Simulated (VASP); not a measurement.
A run of VASP 6.6.1 is set up as follows.

Contents of POSCAR:

```
Ti5O
1.0
    2.9357969430      0.0000000000      0.0000000000
   -1.4678984715      2.5424747330      0.0000000000
    0.0000000000      0.0000000000     28.2723858137
Ti O
5 1
Direct
    0.6666666667      0.3333333333      0.3006467178
    0.3333333333      0.6666666667      0.3826382578
    0.6666666667      0.3333333333      0.4663808461
    0.3333333333      0.6666666667      0.5472247400
    0.6666666667      0.3333333333      0.6352641168
    0.0000000000      0.0000000000      0.6654797038
```

The input INCAR.step1:

```
SYSTEM = Ti5O
PREC = Accurate
ENCUT = 520
ISMEAR = 0
SIGMA = 0.1
LREAL = .FALSE.
LASPH = .TRUE.
NELM = 100
LDIPOL = .TRUE.
IDIPOL = 3
DIPOL = 0.5 0.5 0.500
NBANDS = 42
GGA = PE
ALGO = Normal
EDIFF = 1E-4
LWAVE = .TRUE.
LCHARG = .FALSE.
```

Contents of INCAR.step2:

```
SYSTEM = Ti5O
PREC = Accurate
ENCUT = 520
EDIFF = 1E-6
ISMEAR = 0
SIGMA = 0.1
LREAL = .FALSE.
LASPH = .TRUE.
NELM = 100
ALGO = Normal
ISIF = 2
LWAVE = .FALSE.
LCHARG = .TRUE.
LDIPOL = .TRUE.
IDIPOL = 3
DIPOL = 0.5 0.5 0.500
METAGGA = R2SCAN
LMIXTAU = .TRUE.
LELF = .TRUE.
LVHAR = .TRUE.
LVACPOTAV = .TRUE.
NBANDS = 42
ISTART = 1
```

Contents of KPOINTS:

```
regular mesh
0
G
  12 12 1
  0 0 0
```

Potentials or basis: VASP PAW PBE potentials, release 64 (Ti_sv, O).

The run is started by

```sh
$ cat potpaw_PBE.64/Ti_sv/POTCAR potpaw_PBE.64/O/POTCAR > POTCAR
$ cp INCAR.step1 INCAR
$ mpirun -np 1 vasp_std > vasp.out
$ cp INCAR.step2 INCAR
$ mpirun -np 1 vasp_std > vasp.out
```

**Question.** What does it give for the band gap on the k mesh?

**Answer.** Zero (band 33 reaches 1.80 eV, above the bottom of band 34 at 0.49 eV).

**Question.** What does it give for the largest force?

**Answer.** 0.556 eV/Å.

Forces on the atoms (eV/Å):
```
Ti   0.000  0.000  0.536
Ti   0.000  0.000 -0.556
Ti   0.000  0.000 -0.002
Ti   0.000  0.000  0.010
Ti   0.000  0.000 -0.124
O    0.000  0.000  0.136
```

Caveat: the PAW data sets were made with another functional, which shifts forces and pressure a little.
